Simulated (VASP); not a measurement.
A run of VASP 6.6.1 is set up as follows.

The input INCAR:

```
SYSTEM = Re
ALGO = Fast
EDIFF = 1E-6
EDIFFG = -0.01
ENCUT = 600
GGA = PE
IBRION = 2
ISIF = 3
ISMEAR = 0
LASPH = .True.
LCHARG = .False.
LREAL = .False.
LWAVE = .False.
NELM = 60
NSW = 100
PREC = Accurate
SIGMA = 0.1
```

Contents of KPOINTS:

```
k-points
0
Gamma
  12 12 16
  0 0 0
```

POSCAR

```
Re
1.0
    4.3846803942      0.0000000000      0.0000000000
   -2.1923401971      3.7972446088      0.0000000000
    0.0000000000      0.0000000000      2.7360804228
Re
3
Direct
    0.0000000000      0.0000000000      0.0000000000
    0.3333333333      0.6666666667      0.5000000000
    0.6666666667      0.3333333333      0.5000000000
```

Potentials or basis: VASP PAW PBE potentials, release 64 (Re).

Run with:

```console
$ cat potpaw_PBE.64/Re/POTCAR > POTCAR
$ mpirun -np 1 vasp_std > vasp.out
```

(1) Estimate the relaxed volume.

(2) What does it give for the space group after relaxing (to 0.05 Å)?

(3) Predict the relaxed cell.

Answers

(1) 15.17 Å³/atom.

(2) P6/mmm (No. 191).

(3) a = 4.374 Å, b = 4.374 Å, c = 2.746 Å, α = 90.00°, β = 90.00°, γ = 120.00°.
